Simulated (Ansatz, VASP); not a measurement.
# BAs in VASP and in Ansatz

POSCAR

```
BAs
1.0
    0.0000000000      2.3850000000      2.3850000000
    2.3850000000      0.0000000000      2.3850000000
    2.3850000000      2.3850000000      0.0000000000
B As
1 1
Direct
    0.0000000000      0.0000000000      0.0000000000
    0.2500000000      0.2500000000      0.2500000000
```

Contents of INCAR.step1:

```
PREC = Accurate ; ENCUT = 550
ISMEAR = 0 ; SIGMA = 0.1
LREAL = False ; LASPH = True
NELM = 120 ; NBANDS = 11
GGA = PE ; ALGO = Normal
EDIFF = 1E-5 ; LWAVE = True
LCHARG = False ; GGA_COMPAT = False
```

INCAR.step2

```
PREC = Accurate ; ENCUT = 550
EDIFF = 1E-6 ; ISMEAR = 0
SIGMA = 0.1 ; LREAL = False
LASPH = True ; NELM = 120
ALGO = Normal ; ISIF = 2
LWAVE = False ; LCHARG = False
METAGGA = R2SCAN ; LMIXTAU = True
LUSE_VDW = True ; IVDW_NL = 2
BPARAM = 11.95 ; CPARAM = 0.0093
NBANDS = 11 ; ISTART = 1
GGA_COMPAT = False
```

KPOINTS

```
regular mesh
0
Gamma
  6 6 6
```

Input for Ansatz:

```yaml
crystal:
  lattice:
    - [0.0, 2.385, 2.385]
    - [2.385, 0.0, 2.385]
    - [2.385, 2.385, 0.0]
  atoms:
    - { symbol: B, position: [0.0, 0.0, 0.0] }
    - { symbol: As, position: [0.25, 0.25, 0.25] }
basis:
  ecutwfc: 500
kpoints:
  mp_grid: { grid: [6, 6, 6] }
hamiltonian:
  xc: r2scan
  dispersion: rvv10
  pseudopotentials: { kind: paw, azcp: { folder: soft_1 } }
scf:
  occupations: { method: gaussian, width: 0.1 }
output:
  forces: true
  stress: true
  eigenvalues: true
```

Alike in both runs: task single point; functional r2SCAN; dispersion rVV10; k mesh 6 × 6 × 6; occupations gaussian, width 0.1 eV; no spin polarisation.

|  | VASP | Ansatz |
| --- | --- | --- |
| version | VASP 6.6.1 | Ansatz 0.2.0 |
| potentials or method | VASP PAW PBE potentials, release 64 (B, As), cutoff 550 eV | scalar-relativistic, plane waves, PAW |
| valence electrons in the cell | 8 | 18 |

```csv
,VASP,Ansatz,Ansatz less VASP
gap on the k mesh at the Fermi level (eV),1.43,1.43,+0.001
least direct gap on the mesh (eV),3.44,3.43,-0.006
pressure (GPa),0.9,0.3,-0.59
```

VASP's potentials were made for PBE, not for r2SCAN. VASP's potentials hold 8 valence electrons a cell and Ansatz's 18, so a difference there can come from the potentials and not from the codes.
